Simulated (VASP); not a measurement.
A run of VASP 6.6.1:

The input INCAR:

```
PREC = Accurate
ENCUT = 520
EDIFF = 1E-6
ISMEAR = 0
SIGMA = 0.02
LREAL = Auto
LASPH = True
NELM = 80
ALGO = Normal
ISIF = 2
LWAVE = False
LCHARG = False
GGA = PS
NBANDS = 56
```

The input KPOINTS:

```
Automatic mesh
0
Gamma
  12 12 2
```

The input POSCAR:

```
MgO
1.0
    2.9514751792      0.0000000000      0.0000000000
   -1.4757375896      2.5560524838      0.0000000000
    0.0000000000      0.0000000000     25.3001884264
Mg O
10 10
Direct
    0.0000000000      0.0000000000     -0.0006331732
    0.3333333333      0.6666666667      0.0988006506
    0.0000000000      0.0000000000      0.2011993494
    0.3333333333      0.6666666667      0.3006331732
    0.6666666667      0.3333333333      0.4000000000
    0.3333333333      0.6666666667      0.4993668268
    0.0000000000      0.0000000000      0.5988006506
    0.3333333333      0.6666666667      0.7011993494
    0.0000000000      0.0000000000      0.8006331732
    0.6666666667      0.3333333333      0.9000000000
    0.6666666667      0.3333333333      0.0474820087
    0.6666666667      0.3333333333      0.1500000000
    0.6666666667      0.3333333333      0.2525179913
    0.0000000000      0.0000000000      0.3487574185
    0.0000000000      0.0000000000      0.4512425815
    0.6666666667      0.3333333333      0.5474820087
    0.6666666667      0.3333333333      0.6500000000
    0.6666666667      0.3333333333      0.7525179913
    0.3333333333      0.6666666667      0.8487574185
    0.3333333333      0.6666666667      0.9512425815
```

Potentials or basis: VASP PAW PBE potentials, release 64 (Mg, O).

Launch:

```bash
$ cat potpaw_PBE.64/Mg/POTCAR potpaw_PBE.64/O/POTCAR > POTCAR
$ mpirun -np 1 vasp_std > vasp.out
```

Hardware: 1 thread of Oxide Virtual Turin-like Processor, on a shared host.

Q: How long does it take, and how much memory?

A: Wall time 12 min on 1 thread of Oxide Virtual Turin-like Processor, on a shared host, peak memory 0.44 GiB. Counts: scf iterations 15, k points 38.
